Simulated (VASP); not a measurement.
# AlRu in VASP: further runs, part 2 of 2

VASP 6.6.1. The steps go on from the part before.

### 3 Single point, PBE, collinear spin, ferromagnetic start

INCAR reads:

```
PREC     = Accurate       # precision mode
ENCUT    = 520            # plane-wave cutoff, eV
EDIFF    = 1E-7           # SCF threshold, eV
ISMEAR   = 0              # smearing method
SIGMA    = 0.1            # smearing width, eV
LREAL    = F              # projectors in reciprocal space
LASPH    = T              # aspherical terms in the spheres
NELM     = 150            # most SCF steps
ALGO     = Normal         # electronic algorithm
ISIF     = 2              # what is computed and relaxed
LWAVE    = F              # write WAVECAR
LCHARG   = T              # write CHGCAR
ISPIN    = 2              # spin polarisation
MAGMOM   = 0 1            # initial moments
LORBIT   = 11             # projections on sites
LMAXMIX  = 4              # l up to which the mixer works
GGA      = PE             # functional
LELF     = T              # ELF
LVHAR    = T            
NBANDS   = 20             # bands
```

KPOINTS reads:

```
regular mesh
0
Gamma
  6 6 6
```

POSCAR reads:

```
AlRu
1.0
    0.0000000000      2.4924671674      2.4924671674
    2.4924671674      0.0000000000      2.4924671674
    2.4924671674      2.4924671674      0.0000000000
Al Ru
1 1
Direct
    0.5000000000      0.5000000000      0.5000000000
    0.0000000000      0.0000000000      0.0000000000
```

Potentials or basis: VASP PAW PBE potentials, release 64 (Al, Ru_pv).

Command:

```bash
$ cat potpaw_PBE.64/Al/POTCAR potpaw_PBE.64/Ru_pv/POTCAR > POTCAR
$ mpirun -np 1 vasp_std > vasp.out
```

OUTCAR:

```text
PREC = Accurate
   ENCUT = 520
   EDIFF = 1E-7
   ISMEAR = 0
   LREAL = F
   LASPH = T
   NELM = 150
   ISIF = 2
   ISPIN = 2
   LORBIT = 11
   GGA = PE

 ion  position               nearest neighbor table
   1  0.500  0.500  0.500-   2 2.49   2 2.49   2 2.49   2 2.49   2 2.49   2 2.49
   2  0.000  0.000  0.000-   1 2.49   1 2.49   1 2.49   1 2.49   1 2.49   1 2.49

  LATTYP: Found a face centered cubic cell.
 ALAT       =     4.9849343348

  Lattice vectors:

 A1 = (   0.0000000000,   2.4924671674,   2.4924671674)
 A2 = (   2.4924671674,   0.0000000000,   2.4924671674)
 A3 = (   2.4924671674,   2.4924671674,   0.0000000000)

Analysis of symmetry for initial positions (statically):
=====================================================================
 Subroutine PRICEL returns:
 Original cell was already a primitive cell.

 Routine SETGRP: Setting up the symmetry group for a
 face centered cubic supercell.

 Subroutine GETGRP returns: Found 48 space group operations
 (whereof 48 operations were pure point group operations)
 out of a pool of 48 trial point group operations.

The static configuration has the point symmetry O_h .

Analysis of symmetry for dynamics (positions and initial velocities):
=====================================================================
 Subroutine PRICEL returns:
 Original cell was already a primitive cell.

 Routine SETGRP: Setting up the symmetry group for a
 face centered cubic supercell.

 Subroutine GETGRP returns: Found 48 space group operations
 (whereof 48 operations were pure point group operations)
 out of a pool of 48 trial point group operations.

The dynamic configuration has the point symmetry O_h .

Analysis of structural, dynamic, and magnetic symmetry:
=====================================================================
 Subroutine PRICEL returns:
 Original cell was already a primitive cell.
[... 141 lines left out ...]
  ---------------------------------------------------
  ext. energy  EPLUGINS =         0.00000000
  ---------------------------------------------------
  free energy    TOTEN  =       -12.66990984 eV

  energy without entropy =      -12.65716232  energy(sigma->0) =      -12.66353608

 E-fermi :   9.0297     XC(G=0): -11.7351

 val. band max:        8.9789709614   @ k =   0.5000   0.1667   0.0000
 cond. band min:       9.0793114389   @ k =  -0.3333   0.3333   0.0000
 fundamental gap:      0.1003404775
 Fermi energy:         9.0296580219

 spin component 1

 k-point     1 :       0.0000    0.0000    0.0000
  band No.  band energies     occupation
      1     -33.0448      1.00000
      2     -33.0448      1.00000
      3     -33.0448      1.00000
      4       0.0104      1.00000
      5       6.8443      1.00000
      6       6.8443      1.00000
[... 344 lines left out ...]
      6       6.0855      1.00000
[... 12 lines left out ...]
     19      28.2107      0.00000
     20      29.3534      0.00000
 Fermi energy:         9.0296580219

 spin component 2

 k-point     1 :       0.0000    0.0000    0.0000
  band No.  band energies     occupation
      1     -32.6406      1.00000
      2     -32.6406      1.00000
      3     -32.6406      1.00000
      4       0.0419      1.00000
      5       7.2145      1.00000
      6       7.2145      1.00000
[... 357 lines left out ...]
     19      28.2480      0.00000
     20      29.4159      0.00000

------------------------ aborting loop because EDIFF is reached ----------------------------------------

  FORCE on cell =-STRESS in cart. coord.  units (eV):
  Direction    XX          YY          ZZ          XY          YZ          ZX
  --------------------------------------------------------------------------------------
  -------------------------------------------------------------------------------------
  Total        0.1075057      0.1075057      0.1075057      0.0000000      0.0000000      0.0000000
  in kB        5.5619067      5.5619067      5.5619067      0.0000000      0.0000000      0.0000000
  external PRESSURE =       5.5619067 kB  Pullay stress =       0.0000000 kB

 VOLUME and BASIS-vectors are now :
 -----------------------------------------------------------------------------
  energy-cutoff  :      520.00
  volume of cell :       30.97
      direct lattice vectors                 reciprocal lattice vectors
     0.000000000  2.492467167  2.492467167    -0.200604448  0.200604448  0.200604448
     2.492467167  0.000000000  2.492467167     0.200604448 -0.200604448  0.200604448
     2.492467167  2.492467167  0.000000000     0.200604448  0.200604448 -0.200604448

 POSITION                                       TOTAL-FORCE (eV/Angst)
 -----------------------------------------------------------------------------------
      2.49247      2.49247      2.49247        -0.000000      0.000000     -0.000000
      0.00000      0.00000      0.00000         0.000000     -0.000000      0.000000
 -----------------------------------------------------------------------------------
    total drift:                               -0.000000     -0.000000      0.000000

  FREE ENERGIE OF THE ION-ELECTRON SYSTEM (eV)
  ---------------------------------------------------
  free  energy   TOTEN  =       -12.6699098366 eV

  energy  without entropy=      -12.6571623211  energy(sigma->0) =      -12.66353608

 total charge

# of ion       s       p       d       tot
------------------------------------------
    1        0.457   0.386   0.000   0.843
    2        0.259   6.158   6.357  12.774
--------------------------------------------------
tot          0.716   6.544   6.357  13.617

 magnetization (x)

# of ion       s       p       d       tot
------------------------------------------
    1       -0.002  -0.006   0.000  -0.008
    2        0.004   0.004   0.535   0.542
--------------------------------------------------
tot          0.002  -0.002   0.535   0.534
```

OSZICAR:

```text
N       E                     dE             d eps       ncg     rms          rms(c)
DAV:   1     0.130790765850E+03    0.13079E+03   -0.87382E+03  1280   0.802E+02
DAV:   2    -0.103494699629E+02   -0.14114E+03   -0.13314E+03  1396   0.252E+02
DAV:   3    -0.129030711208E+02   -0.25536E+01   -0.25332E+01  1532   0.352E+01
DAV:   4    -0.129182701699E+02   -0.15199E-01   -0.15197E-01  1460   0.293E+00
DAV:   5    -0.129184714838E+02   -0.20131E-03   -0.20131E-03  1592   0.341E-01    0.894E+00
DAV:   6    -0.127104087899E+02    0.20806E+00   -0.87012E-01  1360   0.887E+00    0.250E+00
DAV:   7    -0.126731865975E+02    0.37222E-01   -0.86950E-02  1372   0.293E+00    0.200E+00
DAV:   8    -0.126699875209E+02    0.31991E-02   -0.48485E-03  1440   0.398E-01    0.824E-01
DAV:   9    -0.126698920891E+02    0.95432E-04   -0.44714E-04  1468   0.150E-01    0.140E-01
DAV:  10    -0.126699060500E+02   -0.13961E-04   -0.28850E-05  1432   0.358E-02    0.733E-02
DAV:  11    -0.126699094600E+02   -0.34101E-05   -0.75992E-06  1416   0.230E-02    0.188E-02
DAV:  12    -0.126699102272E+02   -0.76717E-06   -0.77155E-07  1440   0.780E-03    0.405E-03
DAV:  13    -0.126699100473E+02    0.17986E-06   -0.29182E-08   828   0.143E-03    0.815E-04
DAV:  14    -0.126699099055E+02    0.14186E-06   -0.77658E-09   684   0.694E-04    0.408E-04
DAV:  15    -0.126699098366E+02    0.68895E-07   -0.16948E-09   672   0.374E-04
   1 F= -.12669910E+02 E0= -.12663536E+02  d E =-.127475E-01  mag=     0.5402
```

stdout:

```text
POSCAR found type information on POSCAR AlRu
 POSCAR found :  2 types and       2 ions
 scaLAPACK will be used
 LDA part: xc-table for (Slater+PW92), standard interpolation
 POSCAR, INCAR and KPOINTS ok, starting setup
 FFT: planning ... GRIDC
 FFT: planning ... GRID_SOFT
 FFT: planning ... GRID
 WAVECAR not read
 entering main loop
```

Wall time 38 s (1 thread of AMD EPYC 7R13, shared host); peak memory 0.18 GiB.

Results:

- Free energy: -12.6699 eV
- Pressure: 0.6 GPa
- Net moment: 0.54 μB per cell
- Site moments: Al -0.01; Ru +0.54 μB
- Valence electrons inside the program's atomic spheres: Al 0.84; Ru 12.77

Levels at points of the mesh, in eV from the Fermi level:
Spin up:
```csv
k point,band 7,band 8,band 9,band 10,band 11,band 12
"(0.00, 0.00, 0.00)",-2.19,-1.83,-1.83,6.54,6.54,6.54
"(0.50, 0.00, 0.00)",-2.93,-0.55,-0.55,1.08,7.33,7.89
"(0.50, 0.50, 0.00)",-1.11,-0.17,-0.17,2.05,2.39,2.39
```
Spin down:
```
           k point  band 6  band 7  band 8  band 9  band 10  band 11  band 12  band 13
(0.00, 0.00, 0.00)   -1.82   -1.82   -1.57   -1.57     6.53     6.53     6.53    10.06
(0.50, 0.00, 0.00)   -2.70   -2.70   -0.13   -0.13     1.44     7.32     7.95     7.95
(0.50, 0.50, 0.00)   -2.43   -0.84    0.30    0.30     2.25     2.41     2.41     8.50
```

Caveat: the k points lie up to 0.36 Å⁻¹ apart; an empty level that is flat over the whole mesh can mark a ghost state of the potentials, or a narrow d or f band.

### 4 Single point, PBE, collinear spin, ferromagnetic start

INCAR reads:

```
PREC = Accurate
ENCUT = 520
EDIFF = 1E-6
ISMEAR = 0
SIGMA = 0.1
LREAL = False
LASPH = True
NELM = 150
ALGO = Normal
ISIF = 2
LWAVE = False
LCHARG = True
ISPIN = 2
MAGMOM = 0 0.54
LORBIT = 11
LMAXMIX = 4
GGA = PE
LELF = True
LVHAR = True
NBANDS = 20
```

KPOINTS reads:

```
regular mesh
0
Gamma
  20 20 20
```

POSCAR reads:

```
AlRu
1.0
    0.0000000000      2.4909141247      2.4909141247
    2.4909141247      0.0000000000      2.4909141247
    2.4909141247      2.4909141247      0.0000000000
Al Ru
1 1
Direct
    0.5000000000      0.5000000000      0.5000000000
    0.0000000000      0.0000000000      0.0000000000
```

Command:

```bash
$ cat potpaw_PBE.64/Al/POTCAR potpaw_PBE.64/Ru_pv/POTCAR > POTCAR
$ mpirun -np 1 vasp_std > vasp.out
```

Wall time 11 min (1 thread of AMD EPYC 7R13, shared host); peak memory 0.36 GiB.

Results (log left out):

```
Free energy                                           : -12.6838 eV
Pressure                                              : 0.0 GPa
Net moment                                            : 0.00 μB per cell
Valence electrons inside the program's atomic spheres : Al 0.84; Ru 12.78
```

Levels at points of the mesh, in eV from the Fermi level:
Spin up:
```
           k point  band 6  band 7  band 8  band 9  band 10  band 11  band 12  band 13
(0.00, 0.00, 0.00)   -1.97   -1.97   -1.67   -1.67     6.57     6.57     6.57    10.09
(0.50, 0.00, 0.00)   -2.78   -2.78   -0.30   -0.30     1.30     7.35     7.95     7.95
(0.50, 0.50, 0.00)   -2.42   -0.94    0.10    0.10     2.19     2.43     2.43     8.49
```
Spin down:
```
           k point  band 6  band 7  band 8  band 9  band 10  band 11  band 12  band 13
(0.00, 0.00, 0.00)   -1.97   -1.97   -1.67   -1.67     6.57     6.57     6.57    10.09
(0.50, 0.00, 0.00)   -2.78   -2.78   -0.30   -0.30     1.30     7.35     7.95     7.95
(0.50, 0.50, 0.00)   -2.42   -0.94    0.11    0.11     2.19     2.43     2.43     8.49
```

Caveat: an empty level that is flat over the whole mesh can mark a ghost state of the potentials, or a narrow d or f band.

### 5 Summary

| spin | cell | k mesh | gap on the mesh (eV) | pressure (GPa) | moment (μB) |
| --- | --- | --- | --- | --- | --- |
| off | a = 3.524 Å, angles 120.0, 120.0, 90.1°, 2 atoms, atomic positions A | 6 × 6 × 6 | none | 0.1 | - |
| collinear, ferromagnetic start | a = 3.525 Å, angles 60.0°, 2 atoms, atomic positions B | 6 × 6 × 6 | none | 0.6 | 0.54 |
| collinear, ferromagnetic start | a = 3.523 Å, angles 60.0°, 2 atoms, atomic positions B | 20 × 20 × 20 | none | 0.0 | 0.00 |

Alike in all rows: task single point; level PBE; potentials or basis VASP PAW PBE potentials, release 64 (Al, Ru_pv); cutoff (eV) 520; smearing gaussian 0.1 eV.

Caveats: some runs use coarse meshes; an empty level that is flat over the whole mesh can mark a ghost state of the potentials, or a narrow d or f band (at least some runs).

Total energies depend on the potentials used, so only differences within one code and one set of settings carry meaning.
